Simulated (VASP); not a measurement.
Crystal: Ga.

```
Ga
1.0
     2.73774    0.00000    0.00000
     0.00000    2.73774    0.00000
     0.00000    0.00000    2.73774
Ga
1
Direct
  0.00000 0.00000 0.00000
```

* Program: VASP 6.6.1
* Task: relaxation of cell and atoms
* Functional: PBEsol
* Potentials or basis: VASP PAW PBE potentials, release 64 (Ga_d)
* Cutoff: 600 eV
* k mesh: 15 × 15 × 15
* Occupations: fermi-dirac, width 0.1 eV
* Spin: no spin polarisation

At the start: pressure -3.9 GPa; volume 20.52 Å³/atom.

Question: Where does the relaxation end?

Answer: Over 5 steps the energy falls by 21.7 meV/atom and the volume is 18.88 Å³/atom (-8.0 %); space group Pm-3m (No. 221, to 0.05 Å).

Step by step:
```csv
step,energy change (eV),largest force (eV/Å),pressure (GPa),volume (Å³)
1,0.0000,0.0000,-3.86,20.52
2,-0.0211,0.0000,-0.72,19.09
3,-0.0217,0.0000,0.22,18.82
4,-0.0216,0.0000,-0.19,18.89
5,-0.0217,0.0000,0.03,18.88
```

Final structure:
```xyz
1
Lattice="2.6629 0.0000 0.0000 0.0000 2.6629 0.0000 0.0000 0.0000 2.6629" Properties=species:S:1:pos:R:3 pbc="T T T"
Ga    2.6629    2.6629    0.0000
```

Caveat: the PAW data sets were made with another functional, which shifts forces and pressure a little.
